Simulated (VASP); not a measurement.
Wanted: the native input for a VASP 6.6.1 run.

- Task: single point
- Functional: LDA
- Potentials or basis: VASP PAW LDA potentials, release 64 (Pt_sv_GW)
- Cutoff: 500 eV
- k mesh: 9 × 8 × 9
- Occupations: methfessel-paxton, width 0.05 eV
- Spin: no spin polarisation
- Dipole correction: no
- Second run: valence_matched
- Further INCAR settings: ALGO = Normal; EDIFF = 1e-06; NBANDS = 15

The structure of Pt lies in POSCAR:

```
Pt
1.0
   -1.5821724000      1.5849819900      1.5846552900
    1.6029151900     -1.5797795700      1.6001956600
    1.5674823500      1.5650895200     -1.5794528700
Pt
1
Direct
    0.0000000000      0.0000000000      0.0000000000
```

These files were run (other wordings do the same):

INCAR

```
ALGO = Normal ; EDIFF = 1E-6
ENCUT = 500 ; GGA = CA
GGA_COMPAT = F ; ISIF = 2
ISMEAR = 1 ; LASPH = T
LCHARG = T ; LELF = T
LREAL = F ; LVHAR = T
LWAVE = F ; NBANDS = 15
NELM = 120 ; PREC = Accurate
SIGMA = 0.05
```

KPOINTS

```
k-points
0
Gamma
  9 8 9
```

Potentials or basis: VASP PAW LDA potentials, release 64 (Pt_sv_GW).

Run with:

```console
$ cat potpaw_LDA.64/Pt_sv_GW/POTCAR > POTCAR
$ mpirun -np 1 vasp_std > vasp.out
```

Results of the run:

The pressure is -18.3 GPa and the band gap on the k mesh is zero (band 9 reaches 10.20 eV, above the bottom of band 10 at 8.33 eV).

Caveat: spin-orbit coupling is left out, which moves the levels of the heavy elements.

Wall time 42 s on 1 thread of Intel(R) Xeon(R) Platinum 8375C CPU @ 2.90GHz (Ice Lake), on a shared host, peak memory 0.18 GiB.
